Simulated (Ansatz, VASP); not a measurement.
**Two plane-wave programs on TiO2**

```
CELL_PARAMETERS angstrom
4.64038 0.00000 0.00000
0.00000 4.64038 0.00000
0.00000 0.00000 3.12664
ATOMIC_POSITIONS crystal
Ti 0.00000 0.00000 0.00000
Ti 0.50000 0.50000 0.50000
O 0.30565 0.30565 0.00000
O 0.19435 0.80565 0.50000
O 0.69435 0.69435 0.00000
O 0.80565 0.19435 0.50000
```

Change from the starting cell: strain +0.000 along x and y, +0.040 along z, atoms carried along.

Alike in both runs: task single point; functional PBE; k mesh 6 × 6 × 10; occupations gaussian, width 0.05 eV; no spin polarisation; Hubbard terms Ti d U = 4.0 eV.

|  | VASP | Ansatz |
| --- | --- | --- |
| version | VASP 6.6.1 | Ansatz 0.2.0 |
| potentials or method | VASP PAW PBE potentials, release 64 (Ti_sv, O), cutoff 520 eV | scalar-relativistic, plane waves, PAW |
| valence electrons in the cell | 48 | 48 |

Ansatz gave:

| Property | Result |
| --- | --- |
| gap on the k mesh at the Fermi level (eV) | 2.14 |
| least direct gap on the mesh (eV) | 2.19 |
| pressure (GPa) | -9.2 |
| traceless stress, the component that is largest in VASP (GPa) | -7.05 |
| rms of the force components (eV/Å) | 0.056 |

Task: Which values does VASP return?

Result: gap on the k mesh at the Fermi level (eV): 2.18; least direct gap on the mesh (eV): 2.18; pressure (GPa): -5.9; traceless stress, the component that is largest in VASP (GPa): -7.04; rms of the force components (eV/Å): 0.016.

The programs project onto different local orbitals, so the same U acts differently, and such runs can settle in different states. Atom by atom the forces differ by 0.040 eV/Å (rms over components).
